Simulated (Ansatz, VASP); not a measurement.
# One calculation of Zr3Bi2F3, two programs

The input INCAR:

```
PREC = Accurate
ENCUT = 600
EDIFF = 1E-6
ISMEAR = 0
SIGMA = 0.1
LREAL = F
LASPH = T
NELM = 80
ALGO = Normal
ISIF = 3
LWAVE = F
LCHARG = F
GGA = PE
IBRION = 2
NSW = 90
EDIFFG = -0.04
```

File KPOINTS:

```
Automatic mesh
0
Gamma
  3 3 3
```

POSCAR

```
Zr3Bi2F3
1.0
    3.7310281400      2.1541101000      3.0277721300
   -3.7310281400      2.1541101000      3.0277721300
    0.0000000000     -4.3082202100      3.0277721300
Zr Bi F
3 2 3
Direct
    0.2462499900      0.7537500100      0.5000000000
    0.7537500100      0.5000000000      0.2462499900
    0.5000000000      0.2462499900      0.7537500100
    0.7518919700      0.7518919700      0.7518919700
    0.2481080300      0.2481080300      0.2481080300
    0.2497190100      0.7502809900      0.0000000000
    0.7502809900      0.0000000000      0.2497190100
    0.0000000000      0.2497190100      0.7502809900
```

Input for Ansatz:

```yaml
crystal:
  lattice:
    - [3.73102814, 2.1541101, 3.02777213]
    - [-3.73102814, 2.1541101, 3.02777213]
    - [0.0, -4.30822021, 3.02777213]
  atoms:
    - { symbol: Zr, position: [0.24624999, 0.75375001, 0.5] }
    - { symbol: Zr, position: [0.75375001, 0.5, 0.24624999] }
    - { symbol: Zr, position: [0.5, 0.24624999, 0.75375001] }
    - { symbol: Bi, position: [0.75189197, 0.75189197, 0.75189197] }
    - { symbol: Bi, position: [0.24810803, 0.24810803, 0.24810803] }
    - { symbol: F, position: [0.24971901, 0.75028099, 0.0] }
    - { symbol: F, position: [0.75028099, 0.0, 0.24971901] }
    - { symbol: F, position: [0.0, 0.24971901, 0.75028099] }
basis:
  ecutwfc: 420
kpoints:
  mp_grid: { grid: [3, 3, 3] }
hamiltonian:
  xc: pbe
scf:
  occupations: { method: gaussian, width: 0.1 }
  lower_state_search: "off"
output:
  forces: true
  stress: true
  eigenvalues: true
relax:
  adjacent_minimum: "off"
  f_tol: 0.04
  max_steps: 70
  cell: { stress_tol: 0.4 }
```

Change from the starting cell: species swapped into the Nb3Al2Mo3 type (R32, No. 155).

Alike in both runs: task relaxation of cell and atoms; functional PBE; k mesh 3 × 3 × 3; occupations gaussian, width 0.1 eV; no spin polarisation.

|  | VASP | Ansatz |
| --- | --- | --- |
| version | VASP 6.6.1 | Ansatz 0.2.0 |
| potentials or method | VASP PAW PBE potentials, release 64 (Zr_sv, Bi_d, F), cutoff 600 eV | scalar-relativistic, plane waves, PAW |
| valence electrons in the cell | 87 | 87 |

```tsv
	VASP	Ansatz	Ansatz less VASP
gap on the k mesh at the Fermi level, each at its own relaxed structure (eV)	none	none	-
relaxed volume (Å³/atom)	19.32	19.37	+0.049
relaxed length of the cell vector where the two differ most in proportion (Å)	5.370	5.375	+0.0053
```

A gap of «none» marks a metal or a gap that the smearing closes.

The k mesh is coarse, so the values compare programs but aren't converged. Spin-orbit coupling is off throughout.
